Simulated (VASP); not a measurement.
# MoS2 (P6_3/mmc) in VASP: a series of runs

MoS2 is run at these levels: PBE; tasks: single point, relaxation of cell and atoms.

All numbers are computed with VASP 6.6.1; they aren't measurements. Logs are shortened: lines on timing, memory, paths and dates and some standing lists are left out, and cuts for length are marked.

**Experimental background.**

“Multiwavelength excitation Raman Scattering Analysis of bulk and 2 dimensional MoS2: Vibrational properties of atomically thin MoS2 layers”, 2015, arxiv:1506.03228 reports, for a bulk crystal of MoS2 at 300 K: band gap 1.3 eV (indirect).

How close the calculation comes is told below.

### Step 1. The cell of the first run

The structure is hexagonal, space group P6_3/mmc (No. 194). The conventional cell has a = 3.186 Å, b = 3.186 Å, c = 14.510 Å, α = 90.00°, β = 90.00°, γ = 120.00°. Within 3.2 Å of Mo (site symmetry -6m2) lie 6 S at 2.41 Å and 6 Mo at 3.19 Å. S (site symmetry 3m) has 3 Mo at 2.41 Å and 7 S at 3.13 to 3.19 Å within 3.2 Å.

### Step 2. Single point, PBE

Input file INCAR:

```
SYSTEM = MoS2
PREC = Accurate ; ENCUT = 520
EDIFF = 1E-6 ; ISMEAR = 0
SIGMA = 0.02 ; LREAL = .False.
LASPH = .True. ; NELM = 60
ALGO = Normal ; ISIF = 2
LWAVE = .False. ; LCHARG = .False.
GGA = PE ; NBANDS = 35
```

Input file KPOINTS:

```
regular mesh
0
Gamma
  12 12 2
  0 0 0
```

Input file POSCAR:

```
MoS2
1.0
    3.1855822578      0.0000000000      0.0000000000
   -1.5927911289      2.7587951611      0.0000000000
    0.0000000000      0.0000000000     14.5104515858
Mo S
2 4
Direct
    0.3333333333      0.6666666667      0.2500000000
    0.6666666667      0.3333333333      0.7500000000
    0.3333333333      0.6666666667      0.6423151295
    0.6666666667      0.3333333333      0.1423151295
    0.3333333333      0.6666666667      0.8576848705
    0.6666666667      0.3333333333      0.3576848705
```

Potentials or basis: VASP PAW PBE potentials, release 64 (Mo_sv, S).

The run is started by

```
$ cat potpaw_PBE.64/Mo_sv/POTCAR potpaw_PBE.64/S/POTCAR > POTCAR
$ mpirun -np 1 vasp_std > vasp.out
```

OUTCAR:

```text
SYSTEM = MoS2
   PREC = Accurate
   ENCUT = 520
   EDIFF = 1E-6
   ISMEAR = 0
   LREAL = .False.
   LASPH = .True.
   NELM = 60
   ISIF = 2
   GGA = PE

 ion  position               nearest neighbor table
   1  0.333  0.667  0.250-   4 2.41   6 2.41   4 2.41   6 2.41   4 2.41   6 2.41
   2  0.667  0.333  0.750-   3 2.41   5 2.41   3 2.41   5 2.41   3 2.41   5 2.41
   3  0.333  0.667  0.642-   2 2.41   2 2.41   2 2.41
   4  0.667  0.333  0.142-   1 2.41   1 2.41   1 2.41
   5  0.333  0.667  0.858-   2 2.41   2 2.41   2 2.41
   6  0.667  0.333  0.358-   1 2.41   1 2.41   1 2.41

  LATTYP: Found a hexagonal cell.
 ALAT       =     3.1855822578
 C/A-ratio  =     4.5550390514

  Lattice vectors:

 A1 = (   3.1855822578,   0.0000000000,   0.0000000000)
 A2 = (  -1.5927911289,   2.7587951611,   0.0000000000)
 A3 = (   0.0000000000,   0.0000000000,  14.5104515858)

Analysis of symmetry for initial positions (statically):
=====================================================================
 Subroutine PRICEL returns:
 Original cell was already a primitive cell.

 Routine SETGRP: Setting up the symmetry group for a
 hexagonal supercell.

 Subroutine GETGRP returns: Found 24 space group operations
 (whereof 12 operations were pure point group operations)
 out of a pool of 24 trial point group operations.

The static configuration has the point symmetry D_3d.
 The point group associated with its full space group is D_6h.

Analysis of symmetry for dynamics (positions and initial velocities):
=====================================================================
 Subroutine PRICEL returns:
 Original cell was already a primitive cell.

 Routine SETGRP: Setting up the symmetry group for a
 hexagonal supercell.

 Subroutine GETGRP returns: Found 24 space group operations
 (whereof 12 operations were pure point group operations)
 out of a pool of 24 trial point group operations.

The dynamic configuration has the point symmetry D_3d.
 The point group associated with its full space group is D_6h.

 Subroutine INISYM returns: Found 24 space group operations
 (whereof 12 operations are pure point group operations),
 and found     1 'primitive' translations

----------------------------------------------------------------------------------------

                                     Primitive cell

  volume of cell :     127.5232

  direct lattice vectors                    reciprocal lattice vectors
     3.185582258  0.000000000  0.000000000     0.313914355  0.181238537  0.000000000
    -1.592791129  2.758795161  0.000000000     0.000000000  0.362477075  0.000000000
     0.000000000  0.000000000 14.510451586     0.000000000  0.000000000  0.068915843

  length of vectors
     3.185582258  3.185582258 14.510451586     0.362477075  0.362477075  0.068915843

  position of ions in fractional coordinates (direct lattice)
     0.333333333  0.666666667  0.250000000
     0.666666667  0.333333333  0.750000000
     0.333333333  0.666666667  0.642315129
     0.666666667  0.333333333  0.142315129
     0.333333333  0.666666667  0.857684871
     0.666666667  0.333333333  0.357684871

  ion indices of the primitive-cell ions
   primitive index   ion index
                 1           1
                 2           2
                 3           3
                 4           4
                 5           5
                 6           6

----------------------------------------------------------------------------------------

 KPOINTS: regular mesh

Automatic generation of k-mesh.
 Grid dimensions read from file:
 generate k-points for:   12   12    2

 Generating k-lattice:

  Cartesian coordinates                     Fractional coordinates (reciprocal lattice)
     0.026159530  0.015103211  0.000000000     0.083333333  0.000000000  0.000000000
     0.000000000  0.030206423  0.000000000     0.000000000  0.083333333  0.000000000
     0.000000000  0.000000000  0.034457921     0.000000000  0.000000000  0.500000000

  Length of vectors
     0.030206423  0.030206423  0.034457921

  Shift w.r.t. Gamma in fractional coordinates (k-lattice)
     0.000000000  0.000000000  0.000000000

 Subroutine IBZKPT returns following result:
 ===========================================

 Found     38 irreducible k-points:

 Following reciprocal coordinates:
            Coordinates               Weight
  0.000000  0.000000  0.000000      1.000000
  0.083333 -0.000000  0.000000      6.000000
  0.166667 -0.000000  0.000000      6.000000
  0.250000 -0.000000  0.000000      6.000000
  0.333333 -0.000000  0.000000      6.000000
  0.416667 -0.000000  0.000000      6.000000
[... 16 lines left out ...]
  0.250000 -0.000000  0.500000      6.000000
  0.333333 -0.000000  0.500000      6.000000
 [... further k-points ...]
   k-points           NKPTS =     38   k-points in BZ     NKDIM =     38   number of bands    NBANDS=     35
   number of dos      NEDOS =    301   number of ions     NIONS =      6
   total plane-waves  NPLWV =  62208
   dimension x,y,z NGX =    24 NGY =   24 NGZ =  108
   dimension x,y,z NGXF=    48 NGYF=   48 NGZF=  216
   ions per type =               2   4
   NGX,Y,Z   is equivalent  to a cutoff of  12.52, 12.52, 12.37 a.u.
   NGXF,Y,Z  is equivalent  to a cutoff of  25.05, 25.05, 24.75 a.u.
 SYSTEM =  MoS2
   PREC   = accura    normal or accurate (medium, high low for compatibility)
   ISTART =      0    job   : 0-new  1-cont  2-samecut
   ICHARG =      2    charge: 1-file 2-atom 10-const
   ISPIN  =      1    spin polarized calculation?
   LNONCOLLINEAR =      F non collinear calculations
   LSORBIT =      F    spin-orbit coupling
   LASPH  =      T    aspherical Exc in radial PAW
   ENCUT  =  520.0 eV  38.22 Ry    6.18 a.u.   5.92  5.92 26.98*2*pi/ulx,y,z
   NELM   =     60;   NELMIN=  2; NELMDL= -5     # of ELM steps
   EDIFF  = 0.1E-05   stopping-criterion for ELM
   LREAL  =      F    real-space projection
   EDIFFG = 0.1E-04   stopping-criterion for IOM
   NSW    =      0    number of steps for IOM
   IBRION =     -1    ionic relax: 0-MD 1-quasi-New 2-CG
   NFREE  =      0    steps in history (QN), initial steepest desc. (CG)
   ISIF   =      2    stress and relaxation
   ISYM   =      2    0-nonsym 1-usesym 2-fastsym
   POTIM  = 0.5000    time-step for ionic-motion
   TEBEG  =    0.0;   TEEND  =   0.0 temperature during run
   PSTRESS=    0.0 pullay stress
   NELECT =      52.0000    total number of electrons
   NUPDOWN=      -1.0000    fix difference up-down
   EMIN   =  10.00;   EMAX   =-10.00  energy-range for DOS
   EFERMI =   0.00;   METHOD = LEGACY
   ISMEAR =     0;   SIGMA  =   0.02  broadening in eV -4-tet -1-fermi 0-gaus
   EFERMI_NEDOS =   21; number of points for ismear=-14 and -15
   IALGO  =     38    algorithm
   IMIX   =      4    mixing-type and parameters
     AMIX     =   0.40;   BMIX     =  1.00
     AMIX_MAG =   1.60;   BMIX_MAG =  1.00
  volume/ion in A,a.u.               =      21.25       143.43
  Fermi-wavevector in a.u.,A,eV,Ry     =   1.213984  2.294097 20.051675  1.473757
  Thomas-Fermi vector in A             =   2.349418
   LORBIT       =      0    0 simple, 1 ext, 2 COOP (PROOUT), +10 PAW based schemes
   GGA     = PE    functional components
   LHFCALC =     F    Hartree Fock is set to
   AEXX    =    0.0000 exact exchange contribution
   IVDW    =     0    specifies the selected vdW correction
   LEPSILON=     F    determine dielectric tensor
   LRPA    =     F    only Hartree local field effects (RPA)
 non-spin polarized calculation
 Gauss-broadening in eV      SIGMA  =   0.02
  energy-cutoff  :      520.00
  volume of cell :      127.52
 maximum number of plane-waves:      3466
 NGX is ok and might be reduce to    24
   NGX = 11   NGY = 11   NGZ = 53

 number of electron      52.0000001 magnetization

 Free energy of the ion-electron system (eV)
  ---------------------------------------------------
  ext. energy  EPLUGINS =         0.00000000
  ---------------------------------------------------
  free energy    TOTEN  =       -43.71511763 eV

  energy without entropy =      -43.71511763  energy(sigma->0) =      -43.71511763

 E-fermi :   5.1237     XC(G=0):  -9.5839

 val. band max:        5.0334843859   @ k =   0.0000   0.0000   0.0000
 cond. band min:       6.4566180351   @ k =   0.3333   0.3333   0.0000
 fundamental gap:      1.4231336491
 Fermi energy:         5.1237445255

 k-point     1 :       0.0000    0.0000    0.0000
  band No.  band energies     occupation
      1     -56.0753      2.00000
      2     -56.0752      2.00000
      3     -30.2125      2.00000
      4     -30.2125      2.00000
      5     -30.0113      2.00000
      6     -30.0113      2.00000
[... 27 lines left out ...]
     34       7.8031      0.00000
     35      10.6986      0.00000

 k-point     2 :       0.0833   -0.0000    0.0000
  band No.  band energies     occupation
      1     -56.0728      2.00000
      2     -56.0728      2.00000
      3     -30.2076      2.00000
      4     -30.2076      2.00000
      5     -30.0365      2.00000
      6     -30.0365      2.00000
[... 27 lines left out ...]
     34       7.7316      0.00000
     35      11.1125      0.00000

 k-point     3 :       0.1667   -0.0000    0.0000
  band No.  band energies     occupation
      1     -56.0660      2.00000
      2     -56.0660      2.00000
      3     -30.1942      2.00000
      4     -30.1942      2.00000
      5     -30.1048      2.00000
      6     -30.1048      2.00000
[... 27 lines left out ...]
     34       8.1460      0.00000
     35      11.7249      0.00000
[... 723 lines left out ...]
 k-point    23 :       0.2500   -0.0000    0.5000
  band No.  band energies     occupation
      1     -56.0568      2.00000
      2     -56.0568      2.00000
      3     -30.1971      2.00000
      4     -30.1971      2.00000
      5     -30.1758      2.00000
      6     -30.1758      2.00000
[... 27 lines left out ...]
     34       8.5629      0.00000
     35      12.2541      0.00000

 k-point    24 :       0.3333   -0.0000    0.5000
  band No.  band energies     occupation
      1     -56.0476      2.00000
      2     -56.0476      2.00000
      3     -30.2880      2.00000
      4     -30.2880      2.00000
      5     -30.1573      2.00000
      6     -30.1573      2.00000
[... 27 lines left out ...]
     34       8.8727      0.00000
     35      12.2502      0.00000

 [... further k-points ...]

------------------------ aborting loop because EDIFF is reached ----------------------------------------

  FORCE on cell =-STRESS in cart. coord.  units (eV):
  Direction    XX          YY          ZZ          XY          YZ          ZX
  --------------------------------------------------------------------------------------
  -------------------------------------------------------------------------------------
  Total       -0.1000809     -0.1000809     -0.1068474      0.0000000      0.0000000      0.0000000
  in kB       -1.2573971     -1.2573971     -1.3424107      0.0000000      0.0000000      0.0000000
  external PRESSURE =      -1.2857349 kB  Pullay stress =       0.0000000 kB

 VOLUME and BASIS-vectors are now :
 -----------------------------------------------------------------------------
  energy-cutoff  :      520.00
  volume of cell :      127.52
      direct lattice vectors                 reciprocal lattice vectors
     3.185582258  0.000000000  0.000000000     0.313914355  0.181238537  0.000000000
    -1.592791129  2.758795161  0.000000000     0.000000000  0.362477075  0.000000000
     0.000000000  0.000000000 14.510451586     0.000000000  0.000000000  0.068915843

 POSITION                                       TOTAL-FORCE (eV/Angst)
 -----------------------------------------------------------------------------------
     -0.00000      1.83920      3.62761        -0.000000     -0.000000     -0.000000
      1.59279      0.91960     10.88284         0.000000      0.000000     -0.000000
     -0.00000      1.83920      9.32028         0.000000     -0.000000      0.015137
      1.59279      0.91960      2.06506        -0.000000      0.000000      0.015137
     -0.00000      1.83920     12.44539         0.000000     -0.000000     -0.015137
      1.59279      0.91960      5.19017         0.000000      0.000000     -0.015137
 -----------------------------------------------------------------------------------
    total drift:                               -0.000000      0.000000     -0.000000

  FREE ENERGIE OF THE ION-ELECTRON SYSTEM (eV)
  ---------------------------------------------------
  free  energy   TOTEN  =       -43.7151176343 eV

  energy  without entropy=      -43.7151176343  energy(sigma->0) =      -43.71511763
```

Wall time 2.1 min (1 thread of Intel Xeon 6975P-C, shared host); peak memory 0.31 GiB.

What came out:

```
Free energy            : -43.7151 eV
Pressure               : -0.1 GPa
Largest force          : 0.015 eV/Å
Band gap on the k mesh : 1.42 eV, indirect (least direct gap 1.66 eV)
```

Forces on the atoms (eV/Å):
```
Mo   0.000  0.000  0.000
Mo   0.000  0.000  0.000
S    0.000  0.000  0.015
S    0.000  0.000  0.015
S    0.000  0.000 -0.015
S    0.000  0.000 -0.015
```

Caveat: this functional lacks dispersion, which binds the layers, so the pressure and a relaxed spacing across them are unreliable.

### Step 3. Single point, PBE

Input file INCAR:

```
SYSTEM = MoS2
ALGO     = Normal         ! electronic algorithm
EDIFF    = 1E-6           ! SCF threshold, eV
ENCUT    = 520            ! plane-wave cutoff, eV
GGA      = PE             ! functional
ISIF     = 2              ! what is computed and relaxed
ISMEAR   = 0              ! smearing method
LASPH    = .TRUE.         ! aspherical terms in the spheres
LCHARG   = .FALSE.        ! write CHGCAR
LREAL    = .FALSE.        ! projectors in reciprocal space
LWAVE    = .FALSE.        ! write WAVECAR
NBANDS   = 35             ! bands
NELM     = 60             ! most SCF steps
PREC     = Accurate       ! precision mode
SIGMA    = 0.05           ! smearing width, eV
```

Input file KPOINTS:

```
k-points
0
G
  12 12 2
  0 0 0
```

POSCAR is that of step 2.

Potentials or basis: VASP PAW PBE potentials, release 64 (Mo_sv, S).

The run is started by

```
$ cat potpaw_PBE.64/Mo_sv/POTCAR potpaw_PBE.64/S/POTCAR > POTCAR
$ mpirun -np 1 vasp_std > vasp.out
```

Wall time 2.1 min (1 thread of Intel Xeon 6975P-C, shared host); peak memory 0.31 GiB.

The run converged. Its results:

| Property | Result |
| --- | --- |
| Free energy | -43.7151 eV |
| Pressure | -0.1 GPa |
| Largest force | 0.015 eV/Å |
| Band gap on the k mesh | 1.42 eV, indirect (least direct gap 1.66 eV) |

Forces in eV/Å, atoms in the order of the input:
```
Mo   0.000  0.000  0.000
Mo   0.000  0.000  0.000
S    0.000  0.000  0.015
S    0.000  0.000  0.015
S    0.000  0.000 -0.015
S    0.000  0.000 -0.015
```

Levels at points of the mesh, in eV from the valence-band top:
```csv
k point,band 22,band 23,band 24,band 25,band 26,band 27,band 28,band 29,band 30,band 31
"(0.00, 0.00, 0.00)",-1.74,-1.74,-1.65,-0.45,0.00,2.51,2.51,2.52,2.52,2.75
"(0.50, 0.00, 0.00)",-2.10,-1.23,-1.21,-0.87,-0.86,2.00,2.00,2.47,2.54,3.49
"(0.00, 0.00, 0.50)",-1.74,-1.74,-1.74,-0.18,-0.18,2.52,2.52,2.52,2.52,2.76
"(0.50, 0.00, 0.50)",-2.12,-1.22,-1.22,-0.87,-0.87,2.00,2.00,2.51,2.51,3.63
```

Caveat: this functional lacks dispersion, which binds the layers, so the pressure and a relaxed spacing across them are unreliable.

### Step 4. Relaxation of cell and atoms, PBE

Input file INCAR:

```
PREC = Accurate ; ENCUT = 600
EDIFF = 1E-7 ; ISMEAR = 0
SIGMA = 0.02 ; LREAL = False
LASPH = True ; NELM = 80
ALGO = Normal ; ISIF = 3
LWAVE = False ; LCHARG = False
GGA = PE ; IBRION = 2
NSW = 100 ; EDIFFG = -0.005
```

Input file KPOINTS:

```
Automatic mesh
0
Gamma
  12 12 2
```

POSCAR is that of step 3.

The run is started by

```
$ cat potpaw_PBE.64/Mo_sv/POTCAR potpaw_PBE.64/S/POTCAR > POTCAR
$ mpirun -np 1 vasp_std > vasp.out
```

Wall time 7.7 min (1 thread of Intel Xeon 6975P-C, shared host); peak memory 0.4 GiB.

The run converged. Its results:

```
Free energy                            : -43.7166 eV
Relaxed volume                         : 21.24 Å³/atom
Relaxed cell                           : a = 3.185 Å, b = 3.185 Å, c = 14.506 Å, α = 90.00°, β = 90.00°, γ = 120.00°
Space group after relaxing (to 0.05 Å) : P6_3/mmc (No. 194)
Energy gained by relaxing              : 0.0 meV/atom
Ionic steps                            : 3
Pressure after relaxing                : 0.0 GPa
Largest force after relaxing           : 0.004 eV/Å
Band gap on the k mesh                 : 1.42 eV, indirect (least direct gap 1.67 eV)
```

Forces on the atoms (eV/Å):
```
Mo   0.000  0.000  0.000
Mo   0.000  0.000  0.000
S    0.000  0.000 -0.004
S    0.000  0.000 -0.004
S    0.000  0.000  0.004
S    0.000  0.000  0.004
```

Final structure:
```yaml
crystal:
  lattice:
    - [3.18467, 0.00000, 0.00000]
    - [-1.59233, 2.75801, 0.00000]
    - [0.00000, 0.00000, 14.50599]
  atoms:
    - { symbol: Mo, position: [0.33333, 0.66667, 0.25000] }
    - { symbol: Mo, position: [0.66667, 0.33333, 0.75000] }
    - { symbol: S, position: [0.33333, 0.66667, 0.64233] }
    - { symbol: S, position: [0.66667, 0.33333, 0.14233] }
    - { symbol: S, position: [0.33333, 0.66667, 0.85767] }
    - { symbol: S, position: [0.66667, 0.33333, 0.35767] }
```

Levels at points of the mesh, in eV from the valence-band top:
```csv
k point,band 24,band 25,band 26,band 27,band 28,band 29
"(0.00, 0.00, 0.00)",-1.65,-0.45,0.00,2.52,2.52,2.52
"(0.50, 0.00, 0.00)",-1.21,-0.87,-0.87,2.00,2.00,2.48
"(0.00, 0.00, 0.50)",-1.74,-0.18,-0.18,2.52,2.52,2.52
"(0.50, 0.00, 0.50)",-1.22,-0.87,-0.87,2.00,2.00,2.51
```

Caveat: this functional lacks dispersion, which binds the layers, so the pressure and a relaxed spacing across them are unreliable. A k mesh can miss the band edges.

### Step 5. Overview

```tsv
task	cell	cutoff (eV)	smearing	gap on the mesh (eV)	pressure (GPa)	largest force (eV/Å)
single point	as given	520	gaussian 0.02 eV	1.42	-0.1	0.02
single point	as given	520	gaussian 0.05 eV	1.42	-0.1	0.02
relaxation of cell and atoms	relaxed	600	gaussian 0.02 eV	1.42	0.0	-
```

Alike in all rows: level PBE; potentials or basis VASP PAW PBE potentials, release 64 (Mo_sv, S); no spin polarisation; k mesh 12 × 12 × 2.

Caveats: this functional lacks dispersion, which binds the layers, so the pressure and a relaxed spacing across them are unreliable.

Absolute energies hang on the potentials; compare differences alone.

### Step 6. Comparison with measurements

Step 2. Against the measured gap of MoS2, 1.3 eV (indirect; 300 K; “Multiwavelength excitation Raman Scattering Analysis of bulk and 2 dimensional MoS2: Vibrational properties of atomically thin MoS2 layers”, 2015, arxiv:1506.03228), the calculated 1.42 eV is off by +0.12 eV. Spin-orbit coupling on Mo is left out. The value is that of PBE on a finite k mesh, which can miss the band edges, without temperature or zero-point motion.

Step 3. Against the measured gap of MoS2, 1.3 eV (indirect; 300 K; “Multiwavelength excitation Raman Scattering Analysis of bulk and 2 dimensional MoS2: Vibrational properties of atomically thin MoS2 layers”, 2015, arxiv:1506.03228), the calculated 1.42 eV is off by +0.12 eV. Spin-orbit coupling on Mo is left out. The value is that of PBE on a finite k mesh, which can miss the band edges, without temperature or zero-point motion.
